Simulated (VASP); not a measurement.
# ScAl3As4 (P1) in VASP: relaxation of cell and atoms with PBE

Aim: the relaxation of cell and atoms of ScAl3As4 with PBE.

All numbers are computed with VASP 6.6.1; they aren't measurements. Logs are shortened: lines on timing, memory, paths and dates and some standing lists are left out, and cuts for length are marked.

## (1) The cell of the first run

The typed cell holds 8 atoms: a = 3.958 Å, b = 4.099 Å, c = 13.442 Å, α = 90.45°, β = 90.62°, γ = 120.32°.

## (2) Relaxation of cell and atoms, PBE

File INCAR:

```
SYSTEM = ScAl3As4
  ALGO = Normal
  EDIFF = 1E-6
  EDIFFG = -0.025
  ENCUT = 600
  GGA = PE
  IBRION = 2
  ISIF = 3
  ISMEAR = 0
  LASPH = .TRUE.
  LCHARG = .FALSE.
  LREAL = .FALSE.
  LWAVE = .FALSE.
  NELM = 100
  NSW = 80
  PREC = Accurate
  SIGMA = 0.1
```

File KPOINTS:

```
k-points
0
G
  6 6 1
  0 0 0
```

File POSCAR:

```
ScAl3As4
1.0
    3.9579393057     -0.0512882364     -0.0216077859
   -2.0233865685      3.5647993769     -0.0157503496
   -0.0722957248     -0.1025901426     13.4409506061
Sc Al As
1 3 4
Direct
    0.9892328192     -0.0278346364      0.0792707370
   -0.0018771964      0.0234791669      0.3083139285
    0.6860396494      0.3606636436      0.5785836390
    0.3522459602      0.6489627610      0.8016435880
    0.6479531061      0.2853793857      0.2368736693
    0.9887556320     -0.0146113514      0.5199083856
    0.6828936361      0.3591581748      0.7434252888
    0.3214230600      0.6981361892      0.9949807640
```

Potentials or basis: VASP PAW PBE potentials, release 64 (Sc_sv, Al, As).

On the command line:

```sh
$ cat potpaw_PBE.64/Sc_sv/POTCAR potpaw_PBE.64/Al/POTCAR potpaw_PBE.64/As/POTCAR > POTCAR
$ mpirun -np 1 vasp_std > vasp.out
```

OUTCAR:

```text
SYSTEM = ScAl3As4
   EDIFF = 1E-6
   EDIFFG = -0.025
   ENCUT = 600
   GGA = PE
   IBRION = 2
   ISIF = 3
   ISMEAR = 0
   LASPH = .TRUE.
   LREAL = .FALSE.
   NELM = 100
   NSW = 80
   PREC = Accurate

 ion  position               nearest neighbor table
   1  0.989  0.972  0.079-   8 2.40   8 2.54   8 2.83   5 3.06   2 3.08   5 3.12
   2  0.998  0.023  0.308-   5 2.34   5 2.44   5 2.77   6 2.85   1 3.08
   3  0.686  0.361  0.579-   7 2.22   6 2.36   6 2.50   6 2.51
   4  0.352  0.649  0.802-   7 2.31   7 2.41   8 2.61   7 2.65
   5  0.648  0.285  0.237-   2 2.34   2 2.44   2 2.77   1 3.06   1 3.12
   6  0.989  0.985  0.520-   3 2.36   3 2.50   3 2.51   2 2.85
   7  0.683  0.359  0.743-   3 2.22   4 2.31   4 2.41   4 2.65
   8  0.321  0.698  0.995-   1 2.40   1 2.54   4 2.61   1 2.83

  LATTYP: Found a triclinic cell.
 ALAT       =     3.9583305733
 B/A-ratio  =     1.0355478838
 C/A-ratio  =     3.7830652701
 COS(alpha) =     0.0001769459
 COS(beta)  =     0.3808470107
 COS(gamma) =     0.5048229330

  Lattice vectors:

 A1 = (  -3.9579393057,   0.0512882364,   0.0216077859)
 A2 = (  -2.0233865685,   3.5647993769,  -0.0157503496)
 A3 = (  -5.8201963181,  -3.3596327615, -13.3819846847)

Analysis of symmetry for initial positions (statically):
=====================================================================
 Subroutine PRICEL returns:
 Original cell was already a primitive cell.

 Routine SETGRP: Setting up the symmetry group for a
 triclinic supercell.

 Subroutine GETGRP returns: Found  1 space group operations
 (whereof  1 operations were pure point group operations)
 out of a pool of  2 trial point group operations.

The static configuration has the point symmetry C_1 .

Analysis of symmetry for dynamics (positions and initial velocities):
=====================================================================
 Subroutine PRICEL returns:
 Original cell was already a primitive cell.

 Routine SETGRP: Setting up the symmetry group for a
 triclinic supercell.

 Subroutine GETGRP returns: Found  1 space group operations
 (whereof  1 operations were pure point group operations)
 out of a pool of  2 trial point group operations.

The dynamic configuration has the point symmetry C_1 .

 Subroutine INISYM returns: Found  1 space group operations
 (whereof  1 operations are pure point group operations),
 and found     1 'primitive' translations

----------------------------------------------------------------------------------------

                                     Primitive cell

  volume of cell :     188.2305

[... 111 lines left out ...]
   EFERMI_NEDOS =   21; number of points for ismear=-14 and -15
   IALGO  =     38    algorithm
   IMIX   =      4    mixing-type and parameters
     AMIX     =   0.40;   BMIX     =  1.00
     AMIX_MAG =   1.60;   BMIX_MAG =  1.00
  volume/ion in A,a.u.               =      23.53       158.78
  Fermi-wavevector in a.u.,A,eV,Ry     =   0.976933  1.846136 12.985377  0.954398
  Thomas-Fermi vector in A             =   2.107591
   LORBIT       =      0    0 simple, 1 ext, 2 COOP (PROOUT), +10 PAW based schemes
   GGA     = PE    functional components
   LHFCALC =     F    Hartree Fock is set to
   AEXX    =    0.0000 exact exchange contribution
   IVDW    =     0    specifies the selected vdW correction
   LEPSILON=     F    determine dielectric tensor
   LRPA    =     F    only Hartree local field effects (RPA)
 conjugate gradient relaxation of ions
 non-spin polarized calculation
 Gauss-broadening in eV      SIGMA  =   0.10
  energy-cutoff  :      600.00
  volume of cell :      188.23
 maximum number of plane-waves:      6318
   NGX = 15   NGY = 17   NGZ = 53

--------------------------------------- Ionic step        1  -------------------------------------------

 number of electron      40.0000000 magnetization

 Free energy of the ion-electron system (eV)
  ---------------------------------------------------
  ext. energy  EPLUGINS =         0.00000000
  ---------------------------------------------------
  free energy    TOTEN  =       -39.30138625 eV

  energy without entropy =      -39.30138580  energy(sigma->0) =      -39.30138603

------------------------ aborting loop because EDIFF is reached ----------------------------------------

  FORCE on cell =-STRESS in cart. coord.  units (eV):
  Direction    XX          YY          ZZ          XY          YZ          ZX
  --------------------------------------------------------------------------------------
  -------------------------------------------------------------------------------------
  Total        7.3805381     -0.5937030      3.6281531     -0.8256964      1.4105140     -0.8046028
  in kB       62.8215428     -5.0534713     30.8820538     -7.0281490     12.0059899     -6.8486047
  external PRESSURE =      29.5500417 kB  Pullay stress =       0.0000000 kB
[... 107 lines left out ...]
  FREE ENERGIE OF THE ION-ELECTRON SYSTEM (eV)
  ---------------------------------------------------
  free  energy   TOTEN  =       -40.3549938348 eV

  energy  without entropy=      -40.3549765587  energy(sigma->0) =      -40.35498520

 E-fermi :   4.1651     XC(G=0):  -9.0967

 val. band max:        3.7480401613   @ k =   0.0000   0.0000   0.0000
 cond. band min:       4.5978985685   @ k =   0.5000   0.0000   0.0000
 fundamental gap:      0.8498584073
 Fermi energy:         4.1651187595

 k-point     1 :       0.0000    0.0000    0.0000
  band No.  band energies     occupation
      1     -45.7068      2.00000
      2     -24.4078      2.00000
      3     -24.2877      2.00000
      4     -24.2773      2.00000
      5      -8.1387      2.00000
      6      -7.6611      2.00000
[... 549 lines left out ...]
     24       5.9499      0.00000
     25       6.4532      0.00000

[... ionic steps 4 to 13 ...]

--------------------------------------- Ionic step       14  -------------------------------------------

 number of electron      40.0000000 magnetization

------------------------ aborting loop because EDIFF is reached ----------------------------------------
[... 79 lines left out ...]
--------------------------------------- Ionic step       16  -------------------------------------------

 number of electron      40.0000000 magnetization

 Free energy of the ion-electron system (eV)
  ---------------------------------------------------
  ext. energy  EPLUGINS =         0.00000000
  ---------------------------------------------------
  free energy    TOTEN  =       -40.78368240 eV

  energy without entropy =      -40.78368240  energy(sigma->0) =      -40.78368240

 E-fermi :   4.2250     XC(G=0):  -9.1271

 val. band max:        3.8242905279   @ k =   0.0000   0.0000   0.0000
 cond. band min:       4.6269016882   @ k =   0.5000   0.0000   0.0000
 fundamental gap:      0.8026111603
 Fermi energy:         4.2250368333

 k-point     1 :       0.0000    0.0000    0.0000
  band No.  band energies     occupation
      1     -45.6065      2.00000
      2     -24.3116      2.00000
      3     -24.1884      2.00000
      4     -24.1810      2.00000
      5      -8.1534      2.00000
      6      -7.6353      2.00000
[... 584 lines left out ...]
  FREE ENERGIE OF THE ION-ELECTRON SYSTEM (eV)
  ---------------------------------------------------
  free  energy   TOTEN  =       -40.7836824026 eV

  energy  without entropy=      -40.7836824021  energy(sigma->0) =      -40.78368240

 reached required accuracy - stopping structural energy minimisation
```

It took 38 min on 1 thread of Intel Xeon 8259CL, shared host; peak memory 0.45 GiB.

Results:

- Free energy: -40.7837 eV
- Relaxed volume: 23.38 Å³/atom
- Relaxed cell: a = 4.016 Å, b = 4.014 Å, c = 13.401 Å, α = 89.99°, β = 90.18°, γ = 120.02°
- Space group after relaxing (to 0.1 Å): Cm (No. 8)
- Energy gained by relaxing: 185.3 meV/atom
- Ionic steps: 16
- Pressure after relaxing: 0.0 GPa
- Largest force after relaxing: 0.024 eV/Å
- Band gap on the k mesh: 0.80 eV (least direct gap 0.94 eV)

Forces on the atoms (eV/Å):
```
Sc   0.013  0.000 -0.003
Al   0.005  0.010  0.000
Al   0.004 -0.021  0.001
Al  -0.024 -0.002  0.002
As   0.006  0.013 -0.002
As   0.001 -0.003 -0.002
As  -0.018 -0.001  0.014
As   0.012  0.003 -0.011
```

The path:
```csv
step,energy change (eV),largest force (eV/Å),pressure (GPa),volume (Å³)
1,0.0000,2.9003,2.96,188.23
2,-1.0459,1.3187,-3.67,200.17
3,-1.0536,1.3809,-3.28,199.02
4,-1.3787,0.7337,-0.03,187.53
5,-1.3810,0.6664,0.34,186.53
6,-1.4410,0.2962,0.31,186.55
7,-1.4463,0.3482,0.33,186.55
8,-1.4691,0.2007,-0.22,187.96
9,-1.4712,0.2030,-0.44,188.54
10,-1.4788,0.1046,0.08,187.01
11,-1.4790,0.1159,0.16,186.75
12,-1.4813,0.0513,0.02,187.10
13,-1.4813,0.0577,0.00,187.18
14,-1.4820,0.0306,-0.04,187.25
15,-1.4820,0.0339,-0.04,187.27
16,-1.4823,0.0242,0.02,187.07
```

Final structure:
```cif
data_structure
_symmetry_space_group_name_H-M 'P 1'
_symmetry_Int_Tables_number 1
_cell_length_a 4.0164
_cell_length_b 4.0140
_cell_length_c 13.4015
_cell_angle_alpha 89.990
_cell_angle_beta 90.176
_cell_angle_gamma 120.019
_cell_volume 187.07
loop_
_atom_site_label
_atom_site_type_symbol
_atom_site_fract_x
_atom_site_fract_y
_atom_site_fract_z
_atom_site_occupancy
Sc1 Sc 0.99280 0.99871 0.08572 1
Al1 Al 0.99219 0.99392 0.31815 1
Al2 Al 0.67006 0.33841 0.56514 1
Al3 Al 0.34759 0.67003 0.81201 1
As1 As 0.65812 0.32710 0.23918 1
As2 As 0.00208 0.00432 0.50118 1
As3 As 0.67993 0.33658 0.74789 1
As4 As 0.32389 0.66428 0.99372 1
```

Levels at points of the mesh, in eV from the valence-band top:
```
           k point  band 16  band 17  band 18  band 19  band 20  band 21  band 22  band 23  band 24  band 25
(0.00, 0.00, 0.00)    -0.52    -0.50    -0.34    -0.01     0.00     0.94     1.75     1.93     1.94     2.06
(0.50, 0.00, 0.00)    -1.95    -1.57    -1.41    -1.37    -0.38     0.80     1.36     1.65     2.21     2.72
(0.00, 0.50, 0.00)    -1.96    -1.57    -1.42    -1.37    -0.38     0.82     1.35     1.64     2.22     2.72
(0.50, 0.50, 0.00)    -1.95    -1.58    -1.41    -1.37    -0.38     0.83     1.37     1.63     2.22     2.72
```

Caveat: the k points lie up to 0.47 Å⁻¹ apart in the final cell. A k mesh can miss the band edges.
